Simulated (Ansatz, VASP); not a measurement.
# SnTe: VASP beside Ansatz

File INCAR:

```
SYSTEM = SnTe
PREC = Accurate
ENCUT = 520
EDIFF = 1E-6
ISMEAR = -1
SIGMA = 0.08
LREAL = .FALSE.
LASPH = .TRUE.
NELM = 80
ALGO = Normal
ISIF = 2
LWAVE = .FALSE.
LCHARG = .FALSE.
GGA = PE
NBANDS = 17
```

The input KPOINTS:

```
Automatic mesh
0
G
  11 11 11
  0 0 0
```

File POSCAR:

```
SnTe
1.0
    0.0315650000      3.1722825000      3.1722825000
    3.1722825000      0.0315650000      3.1722825000
    3.1722825000      3.1722825000      0.0315650000
Sn Te
1 1
Direct
    0.0000000000      0.0000000000      0.0000000000
    0.5000000000      0.5000000000      0.5000000000
```

Input for Ansatz:

```yaml
crystal:
  lattice:
    - [0.031565, 3.1722825, 3.1722825]
    - [3.1722825, 0.031565, 3.1722825]
    - [3.1722825, 3.1722825, 0.031565]
  atoms:
    - { symbol: Sn, position: [0.0, 0.0, 0.0] }
    - { symbol: Te, position: [0.5, 0.5, 0.5] }
kpoints:
  mp_grid: { grid: [11, 11, 11] }
  band_path:
    path:
      - [0.0, 0.0, 0.0]
      - [0.5, 0.5, 0.5]
      - [0.247543133, 0.5, 0.752456867]
      - [-0.247543133, 0.247543133, 0.5]
      - [0.0, 0.0, 0.5]
      - [0.0, 0.0, 0.0]
      - [-0.3737715665, 0.0, 0.3737715665]
      - [0.0, 0.3737715665, 0.6262284335]
      - [0.0, 0.5, 0.5]
    npoints: 5
scf:
  occupations: { method: fermi_dirac, width: 0.08 }
hamiltonian:
  xc: pbe
  pseudopotentials: { kind: all_electron, lapw: { basis_error: 0.00025 } }
output:
  forces: true
  stress: true
  eigenvalues: true
```

Change from the starting cell: equal xy, yz and zx shear strains of +1 %.

Alike in both runs: task single point; functional PBE; k mesh 11 × 11 × 11; occupations fermi-dirac, width 0.08 eV; no spin polarisation.

|  | VASP | Ansatz |
| --- | --- | --- |
| version | VASP 6.6.1 | Ansatz 0.2.0 |
| potentials or method | VASP PAW PBE potentials, release 64 (Sn_d, Te), cutoff 520 eV | all-electron LAPW, scalar-relativistic |

```tsv
	VASP	Ansatz	Ansatz less VASP
pressure (GPa)	2.0	2.0	+0.07
traceless stress, the component that is largest in VASP (GPa)	-0.16	-0.16	0.000
```

Ansatz ran all-electron here, and VASP with PAW potentials.

Neither program's run includes spin-orbit coupling.
